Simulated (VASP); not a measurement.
# AsPt4 (Pm-3m) in VASP: relaxation of cell and atoms with PBE

Aim: the relaxation of cell and atoms of AsPt4 with PBE.

All numbers are computed with VASP 6.6.1; they aren't measurements. Logs are shortened: lines on timing, memory, paths and dates and some standing lists are left out, and cuts for length are marked.

## 1. The cell of the first run

It takes space group Pm-3m (No. 221, cubic). The conventional cell has a = 4.605 Å, b = 4.605 Å, c = 4.605 Å, α = 90.00°, β = 90.00°, γ = 90.00°. As (site symmetry m-3m) has 6 Pt at 2.30 Å within 3.0 Å. Within 3.0 Å of Pt (site symmetry 4/mmm) lie 2 As at 2.30 Å. Within 4.3 Å of Pt (site symmetry m-3m) lie 12 Pt at 3.26 Å and 8 As at 3.99 Å.

The cell was built from a structure type or drawn by symmetry, and may not be a known phase.

## 2. Relaxation of cell and atoms, PBE

Contents of INCAR:

```
SYSTEM = AsPt4
PREC = Accurate ; ENCUT = 600
EDIFF = 1E-6 ; ISMEAR = 0
SIGMA = 0.1 ; LREAL = .FALSE.
LASPH = .TRUE. ; NELM = 80
ALGO = Fast ; ISIF = 3
LWAVE = .FALSE. ; LCHARG = .FALSE.
GGA = PE ; IBRION = 2
NSW = 100 ; EDIFFG = -0.01
```

Contents of KPOINTS:

```
regular mesh
0
G
  8 8 8
  0 0 0
```

Contents of POSCAR:

```
AsPt4
1.0
    4.6051907697      0.0000000000      0.0000000000
    0.0000000000      4.6051907697      0.0000000000
    0.0000000000      0.0000000000      4.6051907697
As Pt
1 4
Direct
    0.0000000000      0.0000000000      0.0000000000
    0.5000000000      0.0000000000      0.0000000000
    0.0000000000      0.5000000000      0.0000000000
    0.0000000000      0.0000000000      0.5000000000
    0.5000000000      0.5000000000      0.5000000000
```

Potentials or basis: VASP PAW PBE potentials, release 64 (As, Pt).

Run with:

```bash
> cat potpaw_PBE.64/As/POTCAR potpaw_PBE.64/Pt/POTCAR > POTCAR
> mpirun -np 1 vasp_std > vasp.out
```

OUTCAR:

```text
SYSTEM = AsPt4
   PREC = Accurate
   ENCUT = 600
   EDIFF = 1E-6
   ISMEAR = 0
   LREAL = .FALSE.
   LASPH = .TRUE.
   NELM = 80
   ISIF = 3
   GGA = PE
   IBRION = 2
   NSW = 100
   EDIFFG = -0.01

 ion  position               nearest neighbor table
   1  0.000  0.000  0.000-   2 2.30   3 2.30   4 2.30   4 2.30   3 2.30   2 2.30
   2  0.500  0.000  0.000-   1 2.30   1 2.30   4 3.26   5 3.26   4 3.26   5 3.26   3 3.26   5 3.26
                             5 3.26   3 3.26   3 3.26   4 3.26   4 3.26   3 3.26
   3  0.000  0.500  0.000-   1 2.30   1 2.30   4 3.26   5 3.26   4 3.26   5 3.26   2 3.26   2 3.26
                             4 3.26   4 3.26   2 3.26   5 3.26   5 3.26   2 3.26
   4  0.000  0.000  0.500-   1 2.30   1 2.30   3 3.26   5 3.26   2 3.26   2 3.26   3 3.26   3 3.26
                             5 3.26   3 3.26   2 3.26   5 3.26   2 3.26   5 3.26
   5  0.500  0.500  0.500-   2 3.26   3 3.26   4 3.26   2 3.26   3 3.26   2 3.26   4 3.26   2 3.26
                             3 3.26   4 3.26   3 3.26   4 3.26

  LATTYP: Found a simple cubic cell.
 ALAT       =     4.6051907697

  Lattice vectors:

 A1 = (   4.6051907697,   0.0000000000,   0.0000000000)
 A2 = (   0.0000000000,   4.6051907697,   0.0000000000)
 A3 = (   0.0000000000,   0.0000000000,   4.6051907697)

Analysis of symmetry for initial positions (statically):
=====================================================================
 Subroutine PRICEL returns:
 Original cell was already a primitive cell.

 Routine SETGRP: Setting up the symmetry group for a
 simple cubic supercell.

 Subroutine GETGRP returns: Found 48 space group operations
 (whereof 48 operations were pure point group operations)
 out of a pool of 48 trial point group operations.

The static configuration has the point symmetry O_h .

Analysis of symmetry for dynamics (positions and initial velocities):
=====================================================================
 Subroutine PRICEL returns:
 Original cell was already a primitive cell.

 Routine SETGRP: Setting up the symmetry group for a
 simple cubic supercell.

 Subroutine GETGRP returns: Found 48 space group operations
 (whereof 48 operations were pure point group operations)
 out of a pool of 48 trial point group operations.

The dynamic configuration has the point symmetry O_h .

 Subroutine INISYM returns: Found 48 space group operations
 (whereof 48 operations are pure point group operations),
 and found     1 'primitive' translations

----------------------------------------------------------------------------------------

                                     Primitive cell

[... 110 lines left out ...]
   EFERMI =   0.00;   METHOD = LEGACY
   ISMEAR =     0;   SIGMA  =   0.10  broadening in eV -4-tet -1-fermi 0-gaus
   EFERMI_NEDOS =   21; number of points for ismear=-14 and -15
   IALGO  =     68    algorithm
   IMIX   =      4    mixing-type and parameters
     AMIX     =   0.40;   BMIX     =  1.00
     AMIX_MAG =   1.60;   BMIX_MAG =  1.00
  volume/ion in A,a.u.               =      19.53       131.82
  Fermi-wavevector in a.u.,A,eV,Ry     =   1.264439  2.389444 21.753092  1.598807
  Thomas-Fermi vector in A             =   2.397745
   LORBIT       =      0    0 simple, 1 ext, 2 COOP (PROOUT), +10 PAW based schemes
   GGA     = PE    functional components
   LHFCALC =     F    Hartree Fock is set to
   AEXX    =    0.0000 exact exchange contribution
   IVDW    =     0    specifies the selected vdW correction
   LEPSILON=     F    determine dielectric tensor
   LRPA    =     F    only Hartree local field effects (RPA)
 conjugate gradient relaxation of ions
 non-spin polarized calculation
 RMM-DIIS sequential band-by-band and
 Gauss-broadening in eV      SIGMA  =   0.10
  energy-cutoff  :      600.00
  volume of cell :       97.67
 maximum number of plane-waves:      3294
 NGX is ok and might be reduce to    40
   NGX = 19   NGY = 19   NGZ = 19

--------------------------------------- Ionic step        1  -------------------------------------------

 number of electron      44.9999996 magnetization

 Free energy of the ion-electron system (eV)
  ---------------------------------------------------
  ext. energy  EPLUGINS =         0.00000000
  ---------------------------------------------------
  free energy    TOTEN  =       -25.33206820 eV

  energy without entropy =      -25.29458651  energy(sigma->0) =      -25.31332736

------------------------ aborting loop because EDIFF is reached ----------------------------------------

  FORCE on cell =-STRESS in cart. coord.  units (eV):
  Direction    XX          YY          ZZ          XY          YZ          ZX
  --------------------------------------------------------------------------------------
  -------------------------------------------------------------------------------------
  Total        0.2191464      0.2191464      0.2191464      0.0000000     -0.0000000      0.0000000
  in kB        3.5950264      3.5950264      3.5950264      0.0000000     -0.0000000      0.0000000
  external PRESSURE =       3.5950264 kB  Pullay stress =       0.0000000 kB
[... 65 lines left out ...]
--------------------------------------- Ionic step        3  -------------------------------------------

 number of electron      44.9999996 magnetization

 Free energy of the ion-electron system (eV)
  ---------------------------------------------------
  ext. energy  EPLUGINS =         0.00000000
  ---------------------------------------------------
  free energy    TOTEN  =       -25.33234465 eV

  energy without entropy =      -25.29477701  energy(sigma->0) =      -25.31356083

 E-fermi :   6.5262     XC(G=0): -11.4821

 val. band max:        6.5227782772   @ k =   0.1250   0.1250   0.0000
 cond. band min:       6.5366228850   @ k =   0.3750   0.2500   0.1250
 fundamental gap:      0.0138446079
 Fermi energy:         6.5261852949

 k-point     1 :       0.0000    0.0000    0.0000
  band No.  band energies     occupation
      1      -7.6027      2.00000
      2       1.0767      2.00000
      3       2.2326      2.00000
      4       2.2326      2.00000
      5       2.2326      2.00000
      6       2.9499      2.00000
[... 709 lines left out ...]
     26      10.1392      0.00000
     27      11.1943      0.00000

 [... further k-points ...]

------------------------ aborting loop because EDIFF is reached ----------------------------------------

  FORCE on cell =-STRESS in cart. coord.  units (eV):
  Direction    XX          YY          ZZ          XY          YZ          ZX
  --------------------------------------------------------------------------------------
  -------------------------------------------------------------------------------------
  Total        0.0200395      0.0200395      0.0200395     -0.0000000     -0.0000000      0.0000000
  in kB        0.3279038      0.3279038      0.3279038     -0.0000000     -0.0000000      0.0000000
  external PRESSURE =       0.3279038 kB  Pullay stress =       0.0000000 kB
[... 20 lines left out ...]
  FREE ENERGIE OF THE ION-ELECTRON SYSTEM (eV)
  ---------------------------------------------------
  free  energy   TOTEN  =       -25.3323446467 eV

  energy  without entropy=      -25.2947770146  energy(sigma->0) =      -25.31356083

 reached required accuracy - stopping structural energy minimisation
```

CONTCAR:

```text
AsPt4
   1.00000000000000
     4.6091071444528078    0.0000000000000000    0.0000000000000000
     0.0000000000000000    4.6091071444528078    0.0000000000000000
    -0.0000000000000000   -0.0000000000000000    4.6091071444528078
  As              Pt
     1     4
Direct
     0.0000000000000000    0.0000000000000000    0.0000000000000000
     0.5000000000000000    0.0000000000000000    0.0000000000000000
     0.0000000000000000    0.5000000000000000    0.0000000000000000
     0.0000000000000000    0.0000000000000000    0.5000000000000000
     0.5000000000000000    0.5000000000000000    0.5000000000000000

  0.00000000E+00  0.00000000E+00  0.00000000E+00
  0.00000000E+00  0.00000000E+00  0.00000000E+00
  0.00000000E+00  0.00000000E+00  0.00000000E+00
  0.00000000E+00  0.00000000E+00  0.00000000E+00
  0.00000000E+00  0.00000000E+00  0.00000000E+00
```

Run time: 1.8 min. Hardware: 1 thread of Intel Xeon 6975P-C (Granite Rapids), shared host; peak memory 0.31 GiB.

What came out:

```yaml
Free_energy: -25.3323 eV
Relaxed_volume: 19.58 Å³/atom
Relaxed_cell: a = 4.609 Å, b = 4.609 Å, c = 4.609 Å, α = 90.00°, β = 90.00°, γ = 90.00°
Space_group_after_relaxing_to_0.1_Å: Pm-3m (No. 221)
Energy_gained_by_relaxing: 0.1 meV/atom
Ionic_steps: 3
Pressure_after_relaxing: 0.0 GPa
Band_gap_on_the_k_mesh: zero (an odd number of electrons rules out a gap without spin polarisation)
```

The path:
```tsv
step	energy change (eV)	largest force (eV/Å)	pressure (GPa)	volume (Å³)
1	0.0000	0.0000	0.36	97.67
2	0.0003	0.0000	-0.46	98.29
3	-0.0003	0.0000	0.03	97.92
```

Final structure:
```
CELL_PARAMETERS angstrom
4.60911 0.00000 0.00000
0.00000 4.60911 0.00000
0.00000 0.00000 4.60911
ATOMIC_POSITIONS crystal
As 0.00000 0.00000 0.00000
Pt 0.50000 0.00000 0.00000
Pt 0.00000 0.50000 0.00000
Pt 0.00000 0.00000 0.50000
Pt 0.50000 0.50000 0.50000
```

Levels at points of the mesh, in eV from the Fermi level:
```tsv
k point	band 20	band 21	band 22	band 23	band 24	band 25	band 26	band 27
(0.00, 0.00, 0.00)	-0.43	-0.43	0.09	0.09	0.09	3.12	3.31	3.31
(0.50, 0.00, 0.00)	-0.91	-0.50	0.09	0.30	0.30	2.50	2.67	2.85
(0.50, 0.50, 0.00)	-0.93	-0.57	-0.21	-0.21	0.80	1.65	2.61	6.35
(0.50, 0.50, 0.50)	-0.13	-0.13	0.37	0.37	0.37	1.61	1.61	1.61
```

Caveat: spin-orbit coupling is left out, which moves the levels of the heavy elements.
